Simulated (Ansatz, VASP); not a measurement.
Two plane-wave programs on Sr2AlO

File INCAR:

```
SYSTEM = Sr2AlO
PREC     = Accurate       ! precision mode
ENCUT    = 600            ! plane-wave cutoff, eV
EDIFF    = 1E-7           ! SCF threshold, eV
ISMEAR   = 0              ! smearing method
SIGMA    = 0.1            ! smearing width, eV
LREAL    = .FALSE.        ! projectors in reciprocal space
LASPH    = .TRUE.         ! aspherical terms in the spheres
NELM     = 60             ! most SCF steps
ALGO     = Normal         ! electronic algorithm
ISIF     = 3              ! what is computed and relaxed
LWAVE    = .FALSE.        ! write WAVECAR
LCHARG   = .FALSE.        ! write CHGCAR
GGA      = PE             ! functional
IBRION   = 2              ! ionic algorithm
NSW      = 100            ! ionic steps
EDIFFG   = -0.01          ! ionic threshold
```

KPOINTS

```
regular mesh
0
G
  6 6 4
  0 0 0
```

The input POSCAR:

```
Sr2AlO
1.0
    6.5833302088      0.0000000000      0.0000000000
   -3.2916651044      5.7013312024      0.0000000000
    0.0000000000      0.0000000000      8.8661999301
Sr Al O
4 2 2
Direct
    0.3333333333      0.6666666667      0.0000000000
    0.6666666667      0.3333333333      0.0000000000
    0.0000000000      0.0000000000      0.5000000000
    0.0000000000      0.0000000000      0.0000000000
    0.3333333333      0.6666666667      0.5000000000
    0.6666666667      0.3333333333      0.5000000000
    0.0000000000      0.0000000000      0.2473543260
    0.0000000000      0.0000000000      0.7526456740
```

Input for Ansatz:

```yaml
crystal:
  lattice:
    - [6.5833302088, 0.0, 0.0]
    - [-3.2916651044, 5.7013312024, 0.0]
    - [0.0, 0.0, 8.8661999301]
  atoms:
    - { symbol: Sr, position: [0.3333333333, 0.6666666667, 0.0] }
    - { symbol: Sr, position: [0.6666666667, 0.3333333333, 0.0] }
    - { symbol: Sr, position: [0.0, 0.0, 0.5] }
    - { symbol: Sr, position: [0.0, 0.0, 0.0] }
    - { symbol: Al, position: [0.3333333333, 0.6666666667, 0.5] }
    - { symbol: Al, position: [0.6666666667, 0.3333333333, 0.5] }
    - { symbol: O, position: [0.0, 0.0, 0.247354326] }
    - { symbol: O, position: [0.0, 0.0, 0.752645674] }
basis:
  ecutwfc: 420
kpoints:
  mp_grid: { grid: [6, 6, 4] }
hamiltonian:
  xc: pbe
scf:
  occupations: { method: gaussian, width: 0.1 }
output:
  forces: true
  stress: true
  eigenvalues: true
  write_density: true
  write_potential: true
  elf: true
  volumetric_format: npy
relax:
  adjacent_minimum: "off"
  f_tol: 0.01
  max_steps: 80
  cell: { stress_tol: 0.05 }
```

Alike in both runs: task relaxation of cell and atoms; functional PBE; k mesh 6 × 6 × 4; occupations gaussian, width 0.1 eV; no spin polarisation.

|  | VASP | Ansatz |
| --- | --- | --- |
| version | VASP 6.6.1 | Ansatz 0.2.0 |
| potentials or method | VASP PAW PBE potentials, release 64 (Sr_sv, Al, O), cutoff 600 eV | scalar-relativistic, plane waves, PAW |
| valence electrons in the cell | 58 | 58 |

Ansatz gave:

| Property | Result |
| --- | --- |
| gap on the k mesh at the Fermi level, each at its own relaxed structure (eV) | none |
| relaxed volume (Å³/atom) | 42.20 |
| relaxed length of the cell vector where the two differ most in proportion (Å) | 8.875 |

Task: Estimate VASP's values.

Result: gap on the k mesh at the Fermi level, each at its own relaxed structure (eV): none; relaxed volume (Å³/atom): 42.11; relaxed length of the cell vector where the two differ most in proportion (Å): 8.933.

A gap of «none» marks a metal or a gap that the smearing closes.
